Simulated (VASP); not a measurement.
Wanted: the native input for a VASP 6.6.1 run.

| Item | Value |
| --- | --- |
| Task | single point |
| Functional | PBEsol |
| Potentials or basis | VASP PAW PBE potentials, release 64 (Mg, S) |
| Cutoff | 520 eV |
| k mesh | 6 × 6 × 6 |
| Occupations | gaussian, width 0.02 eV |
| Spin | no spin polarisation |
| Dipole correction | no |
| Further INCAR settings | ALGO = Normal; EDIFF = 1e-07; NBANDS = 16 |

The structure of MgS lies in POSCAR:

```
MgS
1.0
    2.4355151917      2.4355151917      0.0000000000
   -2.6342993256      2.6342993256      0.0000000000
    0.0000000000      0.0000000000      5.2346865653
Mg S
2 2
Direct
    0.0000000000      0.0000000000      0.0000000000
    0.5000000000      0.5000000000      0.5000000000
    0.5000000000      0.5000000000      0.0000000000
    0.0000000000      0.0000000000      0.5000000000
```

This cell differs from its parent crystal: uniaxial strain along a: -6.0 %, then relaxed in part.

These files were run (other wordings do the same):

INCAR

```
SYSTEM = MgS
PREC = Accurate ; ENCUT = 520
EDIFF = 1E-7 ; ISMEAR = 0
SIGMA = 0.02 ; LREAL = .False.
LASPH = .True. ; NELM = 80
ALGO = Normal ; ISIF = 2
LWAVE = .False. ; LCHARG = .False.
GGA = PS ; NBANDS = 16
```

KPOINTS

```
Automatic mesh
0
Gamma
  6 6 6
  0 0 0
```

Potentials or basis: VASP PAW PBE potentials, release 64 (Mg, S).

Run with:

```console
$ cat potpaw_PBE.64/Mg/POTCAR potpaw_PBE.64/S/POTCAR > POTCAR
$ mpirun -np 1 vasp_std > vasp.out
```

Results of the run:

```yaml
Pressure: 3.0 GPa
Band_gap_on_the_k_mesh: 2.27 eV
```

Caveat: the cell differs from its parent crystal (uniaxial strain along a: -6.0 %, then relaxed in part); the PAW data sets were made with another functional, which shifts forces and pressure a little.

Run time: 47 s on 1 thread of AMD EPYC 7R13 Processor (Zen 3), on a shared host, peak memory 0.18 GiB.
